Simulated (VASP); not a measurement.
Set up this calculation in VASP 6.6.1, as the native input.

```yaml
Task: single point
Functional: PBE
Potentials_or_basis: VASP PAW PBE potentials, release 64 (La)
Cutoff: 520 eV
k_mesh: 7 × 7 × 4
Occupations: fermi-dirac, width 0.05 eV
Spin: no spin polarisation
Dipole_correction: no
Further_INCAR_settings: ALGO = Normal; EDIFF = 1e-06; NBANDS = 18
```

The structure of La lies in POSCAR:

```
La
1.0
    3.7500000000      0.0000000000      0.0000000000
   -1.8750000000      3.2475952642      0.0000000000
    0.0000000000      0.0000000000      6.1914000000
La
2
Direct
    0.6666666667      0.3333333333      0.7500000000
    0.3333333333      0.6666666667      0.2500000000
```

One way to write it, as run:

INCAR

```
SYSTEM = La
PREC     = Accurate       ! precision mode
ENCUT    = 520            ! plane-wave cutoff, eV
EDIFF    = 1E-6           ! SCF threshold, eV
ISMEAR   = -1             ! smearing method
SIGMA    = 0.05           ! smearing width, eV
LREAL    = .FALSE.        ! projectors in reciprocal space
LASPH    = .TRUE.         ! aspherical terms in the spheres
NELM     = 80             ! most SCF steps
ALGO     = Normal         ! electronic algorithm
ISIF     = 2              ! what is computed and relaxed
LWAVE    = .FALSE.        ! write WAVECAR
LCHARG   = .FALSE.        ! write CHGCAR
GGA      = PE             ! functional
NBANDS   = 18             ! bands
```

KPOINTS

```
regular mesh
0
G
  7 7 4
  0 0 0
```

Potentials or basis: VASP PAW PBE potentials, release 64 (La).

The run is started by

```sh
$ cat potpaw_PBE.64/La/POTCAR > POTCAR
$ mpirun -np 1 vasp_std > vasp.out
```

It gave:

| Property | Result |
| --- | --- |
| Pressure | 0.1 GPa |
| Band gap on the k mesh | zero (band 11 reaches 8.75 eV, above the bottom of band 12 at 7.36 eV) |

Caveat: spin-orbit coupling is left out, which moves the levels of the heavy elements.

It used 45 s of CPU time on 1 thread of Intel Xeon 6975P-C, on a shared host.
